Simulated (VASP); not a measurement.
# Si16C15 (a cell with a defect) in VASP: a series of runs

Si16C15 (a cell with a defect) is run at these levels: PBEsol; tasks: relaxation of the atoms, single point.

All numbers are computed with VASP 6.6.1; they aren't measurements. Logs are shortened: lines on timing, memory, paths and dates and some standing lists are left out, and cuts for length are marked.

### 1 The cell of the first run

The cell holds a defect, 31 atoms: a = 6.156 Å, b = 6.156 Å, c = 10.076 Å, α = 90.00°, β = 90.00°, γ = 120.00°.

### 2 Relaxation of the atoms, PBEsol (atoms taken out)

INCAR reads:

```
SYSTEM = Si16C15
PREC = Accurate
ENCUT = 520
EDIFF = 1E-7
ISMEAR = 0
SIGMA = 0.01
LREAL = Auto
LASPH = .TRUE.
NELM = 100
ALGO = Fast
ISIF = 2
LWAVE = .FALSE.
LCHARG = .FALSE.
GGA = PS
IBRION = 2
NSW = 65
EDIFFG = -0.025
NELECT = 126.0
```

KPOINTS reads:

```
regular mesh
0
G
  2 2 2
  0 0 0
```

POSCAR reads:

```
Si16C15
1.0
    3.0780369007     -5.3313163111      0.0000000000
   -6.1560738114      0.0000000058      0.0000000000
    0.0000000000      0.0000000000    -10.0756978007
Si C
16 15
Direct
    0.3370501911      0.1727290858      0.0656223256
    0.8330686876      0.1663797111      0.0623795980
    0.3353351343      0.6686918774      0.0623436963
    0.8330834260      0.6687185170      0.0623625567
    0.1672480828      0.3343233723      0.5624750867
    0.6665599906      0.3343388490      0.5624524341
    0.1672250189      0.8349831328      0.5624910946
    0.6669742147      0.8345446306      0.5620709193
    0.4920183043      0.4876405969      0.3118213977
    1.0003529772      0.5011770001      0.3112579049
    0.4929548506      1.0162556575      0.3131390521
    1.0156775778      1.0037289783      0.3135636122
   -0.0000530028      0.0009696110      0.8123575575
    0.5007092951      0.0009430445      0.8123118438
    0.0004180961      0.5012033846      0.8125490679
    0.5007382996      0.5018139707      0.8123144407
    0.8344479282      0.1693983611      0.2501018809
    0.3321073268      0.6670236135      0.2500616104
    0.8344715479      0.6670803608      0.2500844058
    0.1669509074      0.3347369551      0.7504656808
    0.6674394676      0.3347395272      0.7504450514
    0.1669139060      0.8341885943      0.7504780842
    0.6671344301      0.8345729274      0.7489481377
    0.5009394474      0.5024402710      0.5015657798
    1.0003504901      0.5012279477      0.4996761378
    0.5008990561      1.0005937944      0.5015777328
    0.9990823425      1.0005737044      0.5016260347
   -0.0014462429      0.0002882693      0.9980646170
    0.5015431907      0.0002208926      0.9979958669
    0.0004613835      0.5012373693      0.9994326837
    0.5015897366      0.5034399762      0.9979730195
```

Potentials or basis: VASP PAW PBE potentials, release 64 (Si, C).

Launch:

```sh
$ cat potpaw_PBE.64/Si/POTCAR potpaw_PBE.64/C/POTCAR > POTCAR
$ mpirun -np 1 vasp_std > vasp.out
```

OUTCAR:

```text
SYSTEM = Si16C15
   PREC = Accurate
   ENCUT = 520
   EDIFF = 1E-7
   ISMEAR = 0
   LREAL = Auto
   LASPH = .TRUE.
   NELM = 100
   ISIF = 2
   GGA = PS
   IBRION = 2
   NSW = 65
   EDIFFG = -0.025
   NELECT = 126.0

 ion  position               nearest neighbor table
   1  0.337  0.173  0.066-  31 1.89  29 1.92  28 1.93   9 3.00  11 3.00  12 3.03   4 3.05   3 3.06
                             2 3.07   2 3.08  16 3.10   3 3.10   4 3.10  14 3.12  13 3.12
   2  0.833  0.166  0.062-  29 1.88  28 1.88  17 1.89  30 1.89   4 3.06   3 3.06   1 3.07  10 3.08
                            13 3.08  14 3.08   1 3.08  15 3.09   3 3.09   4 3.09  11 3.11  12 3.13
   3  0.335  0.669  0.062-  31 1.88  29 1.88  18 1.89  30 1.89   1 3.06   2 3.06   4 3.06  10 3.08
                            14 3.08  16 3.08  15 3.09   4 3.09   2 3.09   9 3.09   1 3.10  11 3.14
   4  0.833  0.669  0.062-  31 1.88  28 1.88  19 1.89  30 1.89   1 3.05   2 3.06   3 3.06  10 3.08
                            13 3.08  16 3.08  15 3.09   3 3.09   2 3.09  12 3.10   1 3.10   9 3.10
   5  0.167  0.334  0.562-  24 1.88  27 1.88  25 1.89  20 1.89   9 3.06  12 3.07   6 3.07   7 3.07
                             8 3.08   8 3.08  13 3.08  16 3.08   7 3.08   6 3.08  15 3.08  10 3.09
   6  0.667  0.334  0.562-  24 1.88  26 1.88  25 1.89  21 1.89  11 3.03   9 3.07   5 3.07   7 3.07
                             8 3.08   8 3.08  16 3.08  14 3.08   7 3.08   5 3.08  15 3.09  10 3.09
   7  0.167  0.835  0.562-  26 1.88  27 1.88  25 1.89  22 1.89  12 3.03  11 3.06   5 3.07   6 3.07
                             8 3.08   8 3.08  13 3.08  14 3.08   6 3.08   5 3.08  15 3.08  10 3.09
   8  0.667  0.835  0.562-  27 1.87  24 1.87  26 1.87  23 1.88   7 3.08   5 3.08   6 3.08   6 3.08
                             5 3.08   7 3.08  14 3.08  16 3.08  13 3.08  12 3.12   9 3.13  11 3.14
   9  0.492  0.488  0.312-  24 1.91  18 1.91  19 1.93  11 2.90  12 2.96   1 3.00   5 3.06  10 3.07
                             6 3.07  10 3.09   3 3.09   4 3.10   8 3.13
  10  0.000  0.501  0.311-  17 1.87  18 1.87  19 1.87  25 1.90  12 3.05  11 3.06   9 3.07   2 3.08
[... 14 lines left out ...]
  18  0.332  0.667  0.250-  10 1.87   3 1.89   9 1.91  11 1.97
  19  0.834  0.667  0.250-  10 1.87   4 1.89  12 1.91   9 1.93
  20  0.167  0.335  0.750-  15 1.88  16 1.89  13 1.89   5 1.89
  21  0.667  0.335  0.750-  15 1.88  16 1.89  14 1.89   6 1.89
  22  0.167  0.834  0.750-  15 1.88  13 1.89  14 1.89   7 1.89
  23  0.667  0.835  0.749-   8 1.88  16 1.89  14 1.89  13 1.89
  24  0.501  0.502  0.502-   8 1.87   5 1.88   6 1.88   9 1.91
  25  0.000  0.501  0.500-   7 1.89   6 1.89   5 1.89  10 1.90
  26  0.501  0.001  0.502-   8 1.87   7 1.88   6 1.88  11 1.90
  27  0.999  0.001  0.502-   8 1.87   7 1.88   5 1.88  12 1.90
  28  0.999  0.000  0.998-  13 1.87   4 1.88   2 1.88   1 1.93
  29  0.502  0.000  0.998-  14 1.87   3 1.88   2 1.88   1 1.92
  30  0.000  0.501  0.999-  15 1.88   4 1.89   3 1.89   2 1.89
  31  0.502  0.503  0.998-  16 1.87   3 1.88   4 1.88   1 1.89

  LATTYP: Found a hexagonal cell.
 ALAT       =     6.1560738114
 C/A-ratio  =     1.6367084134

  Lattice vectors:

 A1 = (   3.0780369007,  -5.3313163111,   0.0000000000)
 A2 = (  -6.1560738114,   0.0000000058,   0.0000000000)
 A3 = (   0.0000000000,   0.0000000000, -10.0756978007)

Analysis of symmetry for initial positions (statically):
=====================================================================
 Subroutine PRICEL returns:
 Original cell was already a primitive cell.

 Routine SETGRP: Setting up the symmetry group for a
 hexagonal supercell.

 Subroutine GETGRP returns: Found  1 space group operations
 (whereof  1 operations were pure point group operations)
 out of a pool of 24 trial point group operations.

The static configuration has the point symmetry C_1 .

Analysis of symmetry for dynamics (positions and initial velocities):
=====================================================================
 Subroutine PRICEL returns:
 Original cell was already a primitive cell.

[... 44 lines left out ...]
 non-spin polarized calculation
 RMM-DIIS sequential band-by-band and
 Gauss-broadening in eV      SIGMA  =   0.01
  energy-cutoff  :      520.00
  volume of cell :      330.68
 maximum number of plane-waves:      8977
 NGX is ok and might be reduce to    48
   NGX = 23   NGY = 23   NGZ = 37

--------------------------------------- Ionic step        1  -------------------------------------------

 number of electron     126.0000001 magnetization

 Free energy of the ion-electron system (eV)
  ---------------------------------------------------
  ext. energy  EPLUGINS =         0.00000000
  ---------------------------------------------------
  free energy    TOTEN  =      -220.93877383 eV

  energy without entropy =     -220.93877359  energy(sigma->0) =     -220.93877371

 E-fermi :  10.0263     XC(G=0): -11.4942

 val. band max:        9.9957904208   @ k =   0.0000   0.5000   0.5000
 cond. band min:      10.0557966365   @ k =   0.0000   0.0000   0.0000
 fundamental gap:      0.0600062156
 Fermi energy:        10.0263041086

 k-point     1 :       0.0000    0.0000    0.0000
  band No.  band energies     occupation
      1      -7.5707      2.00000
      2      -6.4192      2.00000
      3      -6.1421      2.00000
      4      -4.1750      2.00000
      5      -4.1680      2.00000
      6      -4.1446      2.00000
[... 613 lines left out ...]
     74      13.4128      0.00000
     75      13.5145      0.00000
 [bands above 75 left out]

------------------------ aborting loop because EDIFF is reached ----------------------------------------

  FORCE on cell =-STRESS in cart. coord.  units (eV):
  Direction    XX          YY          ZZ          XY          YZ          ZX
  --------------------------------------------------------------------------------------
  -------------------------------------------------------------------------------------
  Total       17.3431374     17.4251335     32.1361778      0.4314862     -0.4243071     -0.1016091
  in kB       84.0281584     84.4254327    155.7010003      2.0905670     -2.0557842     -0.4922999
  external PRESSURE =     108.0515305 kB  Pullay stress =       0.0000000 kB
[... 176 lines left out ...]
  FREE ENERGIE OF THE ION-ELECTRON SYSTEM (eV)
  ---------------------------------------------------
  free  energy   TOTEN  =      -221.0105013892 eV

  energy  without entropy=     -221.0105013892  energy(sigma->0) =     -221.01050139

[... ionic steps 4 to 9 ...]

--------------------------------------- Ionic step       10  -------------------------------------------

 number of electron     126.0000000 magnetization

------------------------ aborting loop because EDIFF is reached ----------------------------------------
[... 125 lines left out ...]
--------------------------------------- Ionic step       12  -------------------------------------------

 number of electron     126.0000000 magnetization

 Free energy of the ion-electron system (eV)
  ---------------------------------------------------
  ext. energy  EPLUGINS =         0.00000000
  ---------------------------------------------------
  free energy    TOTEN  =      -221.03544051 eV

  energy without entropy =     -221.03544051  energy(sigma->0) =     -221.03544051

 E-fermi :   9.9449     XC(G=0): -11.4956

 val. band max:        9.9008616798   @ k =   0.0000   0.0000   0.0000
 cond. band min:      10.0593479976   @ k =   0.0000   0.0000   0.0000
 fundamental gap:      0.1584863179
 Fermi energy:         9.9448874756

 k-point     1 :       0.0000    0.0000    0.0000
  band No.  band energies     occupation
      1      -7.5555      2.00000
      2      -6.4179      2.00000
      3      -6.0798      2.00000
      4      -4.1464      2.00000
      5      -4.1440      2.00000
      6      -4.1428      2.00000
[... 613 lines left out ...]
     74      13.4017      0.00000
     75      13.5517      0.00000
 [bands above 75 left out]

------------------------ aborting loop because EDIFF is reached ----------------------------------------

  FORCE on cell =-STRESS in cart. coord.  units (eV):
  Direction    XX          YY          ZZ          XY          YZ          ZX
  --------------------------------------------------------------------------------------
  -------------------------------------------------------------------------------------
  Total       16.2866668     16.3422438     31.8843700      0.0392086     -0.0761686      0.0307478
  in kB       78.9095183     79.1787907    154.4809817      0.1899673     -0.3690400      0.1489744
  external PRESSURE =     104.1897636 kB  Pullay stress =       0.0000000 kB
[... 46 lines left out ...]
  FREE ENERGIE OF THE ION-ELECTRON SYSTEM (eV)
  ---------------------------------------------------
  free  energy   TOTEN  =      -221.0354405063 eV

  energy  without entropy=     -221.0354405063  energy(sigma->0) =     -221.03544051

 reached required accuracy - stopping structural energy minimisation
```

It took 44 min on 1 thread of Oxide Virtual Turin-like, shared host; peak memory 0.52 GiB.

What came out:

| Property | Result |
| --- | --- |
| Free energy | -221.0354 eV |
| Energy gained by relaxing | 3.1 meV/atom |
| Ionic steps | 12 |
| Largest force after relaxing | 0.017 eV/Å |

Forces on the atoms (eV/Å):
```
Si  -0.002  0.002 -0.001
Si   0.002  0.006  0.006
Si   0.006  0.000  0.007
Si  -0.002  0.005  0.016
Si  -0.003  0.003 -0.010
Si   0.004  0.000 -0.004
Si  -0.003 -0.003  0.001
Si   0.000 -0.003  0.004
Si   0.008  0.005  0.004
Si   0.003 -0.002 -0.010
Si   0.012 -0.005  0.003
Si  -0.005 -0.009  0.006
Si  -0.007  0.002 -0.004
Si  -0.001 -0.002 -0.007
Si   0.002  0.000 -0.006
Si   0.001  0.002 -0.003
C   -0.002 -0.002 -0.001
C   -0.003  0.003 -0.004
C   -0.001  0.000 -0.002
C   -0.005  0.000  0.002
C    0.000 -0.003  0.001
C   -0.001  0.002  0.005
C    0.002  0.001 -0.006
C   -0.002 -0.003 -0.002
C   -0.003  0.000 -0.010
C    0.003 -0.005 -0.003
C   -0.005 -0.002  0.001
C   -0.003  0.000  0.008
C    0.000  0.006  0.007
C    0.002  0.001  0.002
C    0.006  0.002  0.000
```

The path:
```
step  energy change (eV)  largest force (eV/Å)  pressure (GPa)
   1              0.0000                0.7859           10.81
   2             -0.0681                0.5196           10.62
   3             -0.0717                0.3771           10.64
   4             -0.0897                0.1640           10.46
   5             -0.0899                0.1543           10.47
   6             -0.0952                0.0653           10.41
   7             -0.0952                0.0636           10.41
   8             -0.0961                0.0493           10.40
   9             -0.0961                0.0505           10.40
  10             -0.0964                0.0372           10.41
  11             -0.0965                0.0309           10.41
  12             -0.0967                0.0169           10.42
```

Final structure:
```
Si C
1.0
     3.07804   -5.33132    0.00000
    -6.15607    0.00000    0.00000
     0.00000    0.00000  -10.07570
Si C
16 15
Cartesian
  -0.0075 -1.7822 -0.6790
  1.5456 -4.4391 -0.6348
  -3.0862 -1.7967 -0.6343
  -1.5603 -4.4386 -0.6347
  -1.5490 -0.8893 -5.6557
  -0.0082 -3.5594 -5.6558
  -4.6216 -0.8889 -5.6566
  -3.0868 -3.5557 -5.6669
  -1.4262 -2.5980 -3.1613
  -3.0854 -0.0023 -3.1326
  1.4039 -2.5945 -3.1602
  -0.0073 -0.1414 -3.1629
  3.0713 -5.3270 -8.1817
  1.5381 -2.6727 -8.1811
  -3.0852 -0.0028 -8.1877
  -1.5529 -2.6724 -8.1812
  1.5300 -4.4452 -2.5218
  -3.0865 -1.7777 -2.5211
  -1.5450 -4.4458 -2.5215
  -1.5486 -0.8896 -7.5568
  -0.0074 -3.5602 -7.5566
  -4.6211 -0.8900 -7.5573
  -3.0854 -3.5571 -7.5445
  -1.5577 -2.6738 -5.0661
  -3.0852 -0.0022 -5.0305
  1.5407 -2.6729 -5.0660
  3.0709 -5.3211 -5.0671
  3.0710 -5.3216 -10.0410
  1.5438 -2.6772 -10.0398
  -3.0854 -0.0036 -10.0719
  -1.5594 -2.6767 -10.0396
```

Levels at points of the mesh, in eV from the Fermi level:
```tsv
k point	band 61	band 62	band 63	band 64	band 65	band 66
(0.00, 0.00, 0.00)	-2.21	-0.49	-0.05	-0.04	0.11	0.11
(0.50, 0.00, 0.00)	-2.47	-1.62	-0.53	0.66	1.52	1.57
(0.00, 0.50, 0.00)	-2.47	-1.62	-0.53	0.66	1.52	1.57
(0.50, 0.50, 0.00)	-2.46	-1.61	-0.53	0.65	1.52	1.57
(0.00, 0.00, 0.50)	-2.27	-1.06	0.25	0.25	0.43	0.43
(0.50, 0.00, 0.50)	-2.71	-1.38	-0.23	0.54	1.65	1.66
(0.00, 0.50, 0.50)	-2.70	-1.38	-0.22	0.55	1.65	1.66
(0.50, 0.50, 0.50)	-2.70	-1.37	-0.22	0.54	1.65	1.66
```

Caveat: the k points lie up to 0.59 Å⁻¹ apart; the cell carries a net charge on a neutralising background, which shifts energy and pressure; the cell differs from its parent crystal (atoms taken out); the cell is charged against a uniform background, so pressure and absolute levels hang on convention; the PAW data sets were made with another functional, which shifts forces and pressure a little.

### 3 Single point, PBEsol, collinear spin (atoms taken out, then relaxed in part)

INCAR reads:

```
PREC = Accurate ; ENCUT = 520
EDIFF = 1E-6 ; ISMEAR = 0
SIGMA = 0.01 ; LREAL = Auto
LASPH = True ; NELM = 150
ALGO = Normal ; ISIF = 2
LWAVE = False ; LCHARG = False
ISPIN = 2 ; MAGMOM = 0.25 0 0 0 0 0 0 0 0.25 0 0.25 0.25 0 0 0 0 0 0 0 0 0 0 0 0 0 0 0 0 0 0 0
LORBIT = 11 ; GGA = PS
NBANDS = 87 ; NELECT = 125.0
```

KPOINTS reads:

```
Automatic mesh
0
Gamma
  2 2 2
```

Edit POSCAR of step 2 so:

```diff
@@ -8,3 +8,3 @@
 Direct
-    0.3370501911      0.1727290858      0.0656223256
+    0.3340580006      0.1681172298      0.0647724388
     0.8330686876      0.1663797111      0.0623795980
@@ -16,6 +16,6 @@
     0.6669742147      0.8345446306      0.5620709193
-    0.4920183043      0.4876405969      0.3118213977
+    0.4930831910      0.4866039674      0.3125735950
     1.0003529772      0.5011770001      0.3112579049
-    0.4929548506      1.0162556575      0.3131390521
-    1.0156775778      1.0037289783      0.3135636122
+    0.4929268793      1.0084835235      0.3125680381
+    1.0147117162      1.0083613509      0.3126979479
    -0.0000530028      0.0009696110      0.8123575575
```

Potentials or basis: VASP PAW PBE potentials, release 64 (Si, C).

Launch:

```sh
$ cat potpaw_PBE.64/Si/POTCAR potpaw_PBE.64/C/POTCAR > POTCAR
$ mpirun -np 1 vasp_std > vasp.out
```

It took 20 min on 1 thread of Oxide Virtual Turin-like, shared host; peak memory 0.68 GiB.

It converged, with:

* Free energy: -230.9222 eV
* Largest force: 0.017 eV/Å
* Net moment: 0.25 μB per cell
* Site moments: Si +0.05, +0.00, -0.00, +0.01 (each value once); C -0.00, +0.01 (each value once) μB
* Valence electrons inside the program's atomic spheres: Si 1.66, 1.69, 1.70, 1.62 (each value once); C 2.50, 2.55, 2.54 (each value once)

Forces on the atoms (eV/Å):
```
Si   0.004  0.004 -0.007
Si   0.005  0.003  0.003
Si  -0.001 -0.006  0.004
Si  -0.007  0.003  0.003
Si   0.004 -0.003 -0.003
Si   0.000  0.007 -0.003
Si  -0.009 -0.005 -0.002
Si  -0.003 -0.001  0.002
Si   0.008  0.009  0.006
Si  -0.002 -0.001  0.005
Si  -0.010  0.001  0.005
Si  -0.002 -0.014  0.009
Si  -0.003 -0.002 -0.001
Si  -0.005 -0.001 -0.002
Si  -0.002 -0.001  0.001
Si   0.001  0.001  0.001
C   -0.002  0.002  0.005
C    0.001 -0.001  0.006
C    0.003 -0.001  0.003
C    0.001  0.002  0.003
C    0.001  0.003  0.002
C    0.003 -0.002  0.001
C    0.001  0.002  0.001
C    0.006  0.002 -0.003
C    0.004  0.000  0.002
C    0.001 -0.002  0.000
C   -0.001 -0.003 -0.004
C   -0.001  0.000 -0.009
C   -0.002  0.002 -0.011
C    0.003  0.001 -0.007
C    0.005  0.002 -0.010
```

Levels at points of the mesh, in eV from the Fermi level:
Spin up:
```
           k point  band 59  band 60  band 61  band 62  band 63  band 64  band 65  band 66  band 67  band 68
(0.00, 0.00, 0.00)    -2.36    -2.09    -2.09    -0.35     0.16     0.16     0.30     0.30     0.70     0.98
(0.50, 0.00, 0.00)    -2.83    -2.73    -2.42    -1.40    -0.32     0.89     1.67     1.74     1.74     1.95
(0.00, 0.50, 0.00)    -2.83    -2.73    -2.42    -1.41    -0.32     0.89     1.67     1.74     1.74     1.95
(0.50, 0.50, 0.00)    -2.83    -2.73    -2.42    -1.40    -0.32     0.89     1.67     1.74     1.74     1.95
(0.00, 0.00, 0.50)    -2.44    -2.13    -2.13    -0.89     0.47     0.47     0.59     0.60     0.93     1.04
(0.50, 0.00, 0.50)    -2.88    -2.81    -2.73    -1.17     0.00     0.75     1.82     1.86     1.89     1.98
(0.00, 0.50, 0.50)    -2.88    -2.81    -2.73    -1.17     0.00     0.75     1.82     1.86     1.89     1.98
(0.50, 0.50, 0.50)    -2.88    -2.81    -2.72    -1.17     0.00     0.75     1.82     1.86     1.89     1.98
```
Spin down:
| k point | band 59 | band 60 | band 61 | band 62 | band 63 | band 64 | band 65 | band 66 |
| --- | --- | --- | --- | --- | --- | --- | --- | --- |
| (0.00, 0.00, 0.00) | -2.35 | -2.08 | -2.08 | -0.29 | 0.18 | 0.18 | 0.31 | 0.31 |
| (0.50, 0.00, 0.00) | -2.82 | -2.72 | -2.42 | -1.37 | -0.20 | 0.92 | 1.67 | 1.75 |
| (0.00, 0.50, 0.00) | -2.82 | -2.72 | -2.42 | -1.37 | -0.20 | 0.92 | 1.67 | 1.75 |
| (0.50, 0.50, 0.00) | -2.82 | -2.72 | -2.42 | -1.37 | -0.20 | 0.92 | 1.67 | 1.75 |
| (0.00, 0.00, 0.50) | -2.43 | -2.13 | -2.13 | -0.78 | 0.49 | 0.49 | 0.61 | 0.61 |
| (0.50, 0.00, 0.50) | -2.88 | -2.80 | -2.72 | -1.14 | 0.12 | 0.79 | 1.83 | 1.86 |
| (0.00, 0.50, 0.50) | -2.88 | -2.80 | -2.72 | -1.14 | 0.12 | 0.79 | 1.83 | 1.86 |
| (0.50, 0.50, 0.50) | -2.88 | -2.80 | -2.72 | -1.14 | 0.12 | 0.78 | 1.83 | 1.86 |

Caveat: the k points lie up to 0.59 Å⁻¹ apart; the cell carries a net charge on a neutralising background, which shifts energy and pressure; the cell differs from its parent crystal (atoms taken out, then relaxed in part); the cell is charged against a uniform background, so pressure and absolute levels hang on convention; the PAW data sets were made with another functional, which shifts forces and pressure a little.
